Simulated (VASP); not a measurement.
# Ta4C3 (Cm) in VASP: notebook

The runs below take Ta4C3 through single point, with PBEsol.

Everything below comes from runs of VASP 6.6.1. Logs are shortened: lines on timing, memory, paths and dates and some standing lists are left out, and cuts for length are marked.

**1. The cell of the first run**

The structure is monoclinic, space group Cm (No. 8). Conventional cell: a = 5.375 Å, b = 3.103 Å, c = 10.408 Å, α = 90.00°, β = 102.43°, γ = 90.00°. Within 3.0 Å of Ta (site symmetry m) lie 6 C at 2.24 to 2.25 Å and 2 Ta at 2.98 Å. Ta (site symmetry m) has 1 C at 1.25 Å within 1.7 Å. Ta (site symmetry m) has 3 C at 2.17 Å within 2.9 Å. Ta (site symmetry m) has 6 C at 2.19 to 2.22 Å within 2.9 Å. Within 2.9 Å of C (site symmetry m) lie 6 Ta at 2.17 to 2.19 Å. Within 1.7 Å of C (site symmetry m) lie 1 Ta at 1.25 Å. Within 2.9 Å of C (site symmetry m) lie 6 Ta at 2.22 to 2.25 Å and 1 C at 2.70 Å.

**2. Single point, PBEsol**

The input, INCAR:

```
SYSTEM = Ta4C3
PREC = Accurate ; ENCUT = 520
EDIFF = 1E-6 ; ISMEAR = 0
SIGMA = 0.15 ; LREAL = .FALSE.
LASPH = .TRUE. ; NELM = 80
ALGO = Normal ; ISIF = 2
LWAVE = .FALSE. ; LCHARG = .TRUE.
GGA = PS ; LELF = .TRUE.
LVHAR = .TRUE. ; NBANDS = 37
```

The input, KPOINTS:

```
regular mesh
0
G
  14 14 4
  0 0 0
```

The input, POSCAR:

```
Ta4C3
1.0
   -3.1032734570      0.0000000000      0.0000000000
   -1.5516367285     -2.6875136487      0.0000000000
   -1.9395459106     -1.1197973536     10.1645109918
Ta C
4 3
Direct
    0.2313472422      0.2313472422      0.1893666186
   -0.0825145005     -0.0825145005      0.9426348013
   -0.3139601203     -0.3139601203      0.6981042887
    0.4550657028      0.4550657028      0.4524423133
    0.0698206184      0.0698206184      0.5770305159
    0.9530411559      0.9530411559      0.0573012258
   -0.1576126110     -0.1576126110      0.3228702664
```

Potentials or basis: VASP PAW PBE potentials, release 64 (Ta_pv, C).

On the command line:

```bash
$ cat potpaw_PBE.64/Ta_pv/POTCAR potpaw_PBE.64/C/POTCAR > POTCAR
$ mpirun -np 1 vasp_std > vasp.out
```

OUTCAR:

```text
SYSTEM = Ta4C3
   PREC = Accurate
   ENCUT = 520
   EDIFF = 1E-6
   ISMEAR = 0
   LREAL = .FALSE.
   LASPH = .TRUE.
   NELM = 80
   ISIF = 2
   GGA = PS

 ion  position               nearest neighbor table
   1  0.231  0.231  0.189-   6 2.24   6 2.24   6 2.24   7 2.25   7 2.25   7 2.25   2 2.98   2 2.98
                             4 3.22   4 3.22   4 3.22   2 3.36
   2  0.917  0.917  0.943-   6 1.25   1 2.98   1 2.98   3 3.06   3 3.06   3 3.06   1 3.36
   3  0.686  0.686  0.698-   5 2.17   5 2.17   5 2.17   2 3.06   2 3.06   2 3.06   4 3.07   4 3.07
                             4 3.07
   4  0.455  0.455  0.452-   5 2.19   5 2.19   5 2.19   7 2.22   7 2.22   7 2.22   3 3.07   3 3.07
                             3 3.07   1 3.22   1 3.22   1 3.22
   5  0.070  0.070  0.577-   3 2.17   3 2.17   3 2.17   4 2.19   4 2.19   4 2.19
   6  0.953  0.953  0.057-   2 1.25   1 2.24   1 2.24   1 2.24
   7  0.842  0.842  0.323-   4 2.22   4 2.22   4 2.22   1 2.25   1 2.25   1 2.25

 -----------------------------------------------------------------------------
|                                                                             |
|           W    W    AA    RRRRR   N    N  II  N    N   GGGG   !!!           |
|           W    W   A  A   R    R  NN   N  II  NN   N  G    G  !!!           |
|           W    W  A    A  R    R  N N  N  II  N N  N  G       !!!           |
|           W WW W  AAAAAA  RRRRR   N  N N  II  N  N N  G  GGG   !            |
|           WW  WW  A    A  R   R   N   NN  II  N   NN  G    G                |
|           W    W  A    A  R    R  N    N  II  N    N   GGGG   !!!           |
|                                                                             |
|     The distance between some ions is very small. Please check the          |
|     nearest-neighbor list in the OUTCAR file.                               |
|     I HOPE YOU KNOW WHAT YOU ARE DOING!                                     |
|                                                                             |
 -----------------------------------------------------------------------------

  LATTYP: Found a base centered monoclinic cell.
 ALAT       =     5.3750272973
 B/A-ratio  =     0.5773502692
 C/A-ratio  =     1.9364212836
 COS(beta)  =    -0.2151735628

  Lattice vectors:

 A1 = (   3.1032734570,   0.0000000000,   0.0000000000)
 A2 = (   1.5516367285,   2.6875136487,   0.0000000000)
 A3 = (  -1.9395459106,  -1.1197973536,  10.1645109918)

Analysis of symmetry for initial positions (statically):
=====================================================================
 Subroutine PRICEL returns:
 Original cell was already a primitive cell.

 Routine SETGRP: Setting up the symmetry group for a
 base centered monoclinic supercell.

 Subroutine GETGRP returns: Found  2 space group operations
 (whereof  2 operations were pure point group operations)
 out of a pool of  4 trial point group operations.

The static configuration has the point symmetry C_1h.

Analysis of symmetry for dynamics (positions and initial velocities):
=====================================================================
 Subroutine PRICEL returns:
 Original cell was already a primitive cell.

 Routine SETGRP: Setting up the symmetry group for a
 base centered monoclinic supercell.

 Subroutine GETGRP returns: Found  2 space group operations
 (whereof  2 operations were pure point group operations)
 out of a pool of  4 trial point group operations.

The dynamic configuration has the point symmetry C_1h.

 Subroutine INISYM returns: Found  2 space group operations
 (whereof  2 operations are pure point group operations),
 and found     1 'primitive' translations

----------------------------------------------------------------------------------------

                                     Primitive cell

  volume of cell :      84.7729

  direct lattice vectors                    reciprocal lattice vectors
    -3.103273457  0.000000000  0.000000000    -0.322240374  0.186045567 -0.040992298
    -1.551636728 -2.687513649  0.000000000     0.000000000 -0.372091134 -0.040992298
    -1.939545911 -1.119797354 10.164510992     0.000000000  0.000000000  0.098381516

  length of vectors
     3.103273457  3.103273457 10.408317259     0.374342330  0.374342330  0.098381516

  position of ions in fractional coordinates (direct lattice)
     0.231347242  0.231347242  0.189366619
     0.917485500  0.917485500  0.942634801
     0.686039880  0.686039880  0.698104289
     0.455065703  0.455065703  0.452442313
     0.069820618  0.069820618  0.577030516
     0.953041156  0.953041156  0.057301226
     0.842387389  0.842387389  0.322870266

  ion indices of the primitive-cell ions
   primitive index   ion index
                 1           1
                 2           2
                 3           3
                 4           4
                 5           5
                 6           6
                 7           7

----------------------------------------------------------------------------------------

 KPOINTS: regular mesh

Automatic generation of k-mesh.
 Grid dimensions read from file:
 generate k-points for:   14   14    4

 Generating k-lattice:

  Cartesian coordinates                     Fractional coordinates (reciprocal lattice)
    -0.023017170  0.013288969 -0.002928021     0.071428571  0.000000000 -0.000000000
     0.000000000 -0.026577938 -0.002928021     0.000000000  0.071428571 -0.000000000
     0.000000000  0.000000000  0.024595379     0.000000000  0.000000000  0.250000000

  Length of vectors
     0.026738738  0.026738738  0.024595379

  Shift w.r.t. Gamma in fractional coordinates (k-lattice)
     0.000000000  0.000000000  0.000000000

 Subroutine IBZKPT returns following result:
 ===========================================

 Found    219 irreducible k-points:

 Following reciprocal coordinates:
            Coordinates               Weight
  0.000000  0.000000  0.000000      1.000000
  0.071429  0.000000 -0.000000      4.000000
  0.142857  0.000000 -0.000000      4.000000
  0.214286 -0.000000 -0.000000      4.000000
  0.285714  0.000000 -0.000000      4.000000
  0.357143  0.000000 -0.000000      4.000000
[... 16 lines left out ...]
  0.214286  0.142857 -0.000000      4.000000
  0.285714  0.142857 -0.000000      4.000000
 [... further k-points ...]
   k-points           NKPTS =    219   k-points in BZ     NKDIM =    219   number of bands    NBANDS=     37
   number of dos      NEDOS =    301   number of ions     NIONS =      7
   total plane-waves  NPLWV =  46080
   dimension x,y,z NGX =    24 NGY =   24 NGZ =   80
   dimension x,y,z NGXF=    48 NGYF=   48 NGZF=  160
   ions per type =               4   3
   NGX,Y,Z   is equivalent  to a cutoff of  12.86, 12.86, 12.78 a.u.
   NGXF,Y,Z  is equivalent  to a cutoff of  25.71, 25.71, 25.56 a.u.
 SYSTEM =  Ta4C3
   PREC   = accura    normal or accurate (medium, high low for compatibility)
   ISTART =      0    job   : 0-new  1-cont  2-samecut
   ICHARG =      2    charge: 1-file 2-atom 10-const
   ISPIN  =      1    spin polarized calculation?
   LNONCOLLINEAR =      F non collinear calculations
   LSORBIT =      F    spin-orbit coupling
   LASPH  =      T    aspherical Exc in radial PAW
   ENCUT  =  520.0 eV  38.22 Ry    6.18 a.u.   5.77  5.77 19.35*2*pi/ulx,y,z
   NELM   =     80;   NELMIN=  2; NELMDL= -5     # of ELM steps
   EDIFF  = 0.1E-05   stopping-criterion for ELM
   LREAL  =      F    real-space projection
   EDIFFG = 0.1E-04   stopping-criterion for IOM
   NSW    =      0    number of steps for IOM
   IBRION =     -1    ionic relax: 0-MD 1-quasi-New 2-CG
   NFREE  =      0    steps in history (QN), initial steepest desc. (CG)
   ISIF   =      2    stress and relaxation
   ISYM   =      2    0-nonsym 1-usesym 2-fastsym
   POTIM  = 0.5000    time-step for ionic-motion
   TEBEG  =    0.0;   TEEND  =   0.0 temperature during run
   PSTRESS=    0.0 pullay stress
   NELECT =      56.0000    total number of electrons
   NUPDOWN=      -1.0000    fix difference up-down
   EMIN   =  10.00;   EMAX   =-10.00  energy-range for DOS
   EFERMI =   0.00;   METHOD = LEGACY
   ISMEAR =     0;   SIGMA  =   0.15  broadening in eV -4-tet -1-fermi 0-gaus
   EFERMI_NEDOS =   21; number of points for ismear=-14 and -15
   IALGO  =     38    algorithm
   IMIX   =      4    mixing-type and parameters
     AMIX     =   0.40;   BMIX     =  1.00
     AMIX_MAG =   1.60;   BMIX_MAG =  1.00
  volume/ion in A,a.u.               =      12.11        81.73
  Fermi-wavevector in a.u.,A,eV,Ry     =   1.425778  2.694329 27.658489  2.032842
  Thomas-Fermi vector in A             =   2.546125
   LORBIT       =      0    0 simple, 1 ext, 2 COOP (PROOUT), +10 PAW based schemes
   GGA     = PS    functional components
   LHFCALC =     F    Hartree Fock is set to
   AEXX    =    0.0000 exact exchange contribution
   IVDW    =     0    specifies the selected vdW correction
   LEPSILON=     F    determine dielectric tensor
   LRPA    =     F    only Hartree local field effects (RPA)
 non-spin polarized calculation
 Gauss-broadening in eV      SIGMA  =   0.15
  energy-cutoff  :      520.00
  volume of cell :       84.77
 maximum number of plane-waves:      2306
   NGX = 11   NGY = 11   NGZ = 39

 number of electron      56.0000005 magnetization

 Free energy of the ion-electron system (eV)
  ---------------------------------------------------
  ext. energy  EPLUGINS =         0.00000000
  ---------------------------------------------------
  free energy    TOTEN  =       -63.19014780 eV

  energy without entropy =      -63.15741237  energy(sigma->0) =      -63.17378008

 E-fermi :   7.2517     XC(G=0): -13.0362

 val. band max:        7.2469009329   @ k =   0.3571   0.2857   0.5000
 cond. band min:       7.2549308034   @ k =   0.3571   0.1429  -0.0000
 fundamental gap:      0.0080298705
 Fermi energy:         7.2517424611

 k-point     1 :       0.0000    0.0000    0.0000
  band No.  band energies     occupation
      1     -30.5093      2.00000
      2     -28.0915      2.00000
      3     -27.7758      2.00000
      4     -27.5505      2.00000
      5     -27.5490      2.00000
      6     -27.4698      2.00000
[... 29 lines left out ...]
     36       9.9034      0.00000
     37      10.2477      0.00000
[... 918 lines left out ...]
     36      10.7073      0.00000
     37      11.2070      0.00000

 [... further k-points ...]
[... 5 lines left out ...]
  --------------------------------------------------------------------------------------
  -------------------------------------------------------------------------------------
  Total        9.4952273      3.5254135     90.6034935      5.1700104    -15.7208464    -27.2293014
  in kB      179.4563091     66.6290202   1712.3727600     97.7112984   -297.1182241   -514.6237987
  external PRESSURE =     652.8193631 kB  Pullay stress =       0.0000000 kB

 VOLUME and BASIS-vectors are now :
 -----------------------------------------------------------------------------
  energy-cutoff  :      520.00
  volume of cell :       84.77
      direct lattice vectors                 reciprocal lattice vectors
    -3.103273457  0.000000000  0.000000000    -0.322240374  0.186045567 -0.040992298
    -1.551636728 -2.687513649  0.000000000     0.000000000 -0.372091134 -0.040992298
    -1.939545911 -1.119797354 10.164510992     0.000000000  0.000000000  0.098381516

 POSITION                                       TOTAL-FORCE (eV/Angst)
 -----------------------------------------------------------------------------------
     -1.44419     -0.83380      1.92482         0.047404      0.027369      2.416117
     -6.09910     -3.52131      9.58142        25.506145     14.725980    -79.695324
     -4.54746     -2.62548      7.09589        -0.649714     -0.375113      0.469503
     -2.99582     -1.72964      4.59885         0.074724      0.043142     -0.312506
     -1.44419     -0.83380      5.86523         0.043960      0.025380      0.425682
     -4.54746     -2.62548      0.58244       -24.963511    -14.412690     77.355930
     -4.54746     -2.62548      3.28182        -0.059008     -0.034068     -0.659402
 -----------------------------------------------------------------------------------
    total drift:                               -0.000297     -0.000172      0.000550

  FREE ENERGIE OF THE ION-ELECTRON SYSTEM (eV)
  ---------------------------------------------------
  free  energy   TOTEN  =       -63.1901477964 eV

  energy  without entropy=      -63.1574123681  energy(sigma->0) =      -63.17378008
```

Wall time 4.6 min (1 thread of Intel Xeon 6975P-C (Granite Rapids), shared host); peak memory 0.59 GiB.

What came out:

```
Free energy            : -63.1901 eV
Pressure               : 65.3 GPa
Largest force          : 84.963 eV/Å
Band gap on the k mesh : zero (band 28 reaches 7.67 eV, above the bottom of band 29 at 6.66 eV)
```

Forces on the atoms (eV/Å):
```
Ta    0.047   0.027   2.416
Ta   25.506  14.726 -79.695
Ta   -0.650  -0.375   0.470
Ta    0.075   0.043  -0.313
C     0.044   0.025   0.426
C   -24.964 -14.413  77.356
C    -0.059  -0.034  -0.659
```

Caveat: the PAW data sets were made with another functional, which shifts forces and pressure a little; spin-orbit coupling is left out, which moves the levels of the heavy elements.

**3. Single point, PBEsol**

This run uses another cell than the first one, of the same volume but with other edges.

The input, INCAR:

```
PREC = Accurate
ENCUT = 520
EDIFF = 1E-7
ISMEAR = 0
SIGMA = 0.15
LREAL = False
LASPH = True
NELM = 80
ALGO = Normal
ISIF = 2
LWAVE = False
LCHARG = False
GGA = PS
NBANDS = 37
```

The input, KPOINTS:

```
regular mesh
0
Gamma
  14 14 4
```

The input, POSCAR:

```
Ta4C3
1.0
   -3.1032734570      0.0000000000      0.0000000000
   -1.5516367285     -2.6875136487      0.0000000000
   -2.7155194386     -1.5678058788     10.1645109918
Ta C
4 3
Direct
    0.1997798269      0.1997798269      0.1893666186
   -0.2396517219     -0.2396517219      0.9426348013
   -0.4303341052     -0.4303341052      0.6981042887
    0.3796435692      0.3796435692      0.4524423133
   -0.0263703686     -0.0263703686      0.5770305159
    0.9434890416      0.9434890416      0.0573012258
   -0.2114350844     -0.2114350844      0.3228702664
```

Potentials or basis: VASP PAW PBE potentials, release 64 (Ta_pv, C).

On the command line:

```bash
$ cat potpaw_PBE.64/Ta_pv/POTCAR potpaw_PBE.64/C/POTCAR > POTCAR
$ mpirun -np 1 vasp_std > vasp.out
```

It took 4.8 min on 1 thread of Intel Xeon 6975P-C (Granite Rapids), shared host; peak memory 0.59 GiB.

Results (log left out):

```
Free energy            : -82.1772 eV
Pressure               : 7.9 GPa
Largest force          : 8.317 eV/Å
Band gap on the k mesh : zero (band 28 reaches 7.61 eV, above the bottom of band 29 at 7.09 eV)
```

Forces on the atoms (eV/Å):
```
Ta  -0.057 -0.033  0.892
Ta   6.071  3.505 -4.476
Ta   0.311  0.180  0.033
Ta  -0.022 -0.013 -0.046
C   -0.051 -0.029  0.062
C   -6.261 -3.615  3.662
C    0.009  0.005 -0.127
```

Stress tensor (GPa, compression positive):
```
 10.07   6.23 -14.50
  6.23   2.88  -8.37
-14.50  -8.37  10.79
```

Levels at points of the mesh, in eV from the Fermi level:
```csv
k point,band 25,band 26,band 27,band 28,band 29,band 30,band 31,band 32
"(0.00, 0.00, 0.00)",-2.32,-1.09,-0.45,-0.42,0.53,0.79,1.20,1.21
"(0.50, 0.00, 0.00)",-2.48,-1.77,-0.73,0.06,1.43,2.47,2.99,3.59
"(0.50, 0.50, 0.00)",-2.29,-1.57,-0.82,-0.18,0.33,2.56,2.56,3.57
"(0.00, 0.00, 0.50)",-1.79,-1.44,-0.45,-0.43,0.33,0.61,0.88,1.06
"(0.50, 0.00, 0.50)",-2.26,-1.79,-0.65,-0.24,1.83,2.10,2.73,3.60
"(0.50, 0.50, 0.50)",-2.12,-1.58,-0.98,-0.32,0.82,2.10,2.25,3.61
```

Caveat: the PAW data sets were made with another functional, which shifts forces and pressure a little; spin-orbit coupling is left out, which moves the levels of the heavy elements.
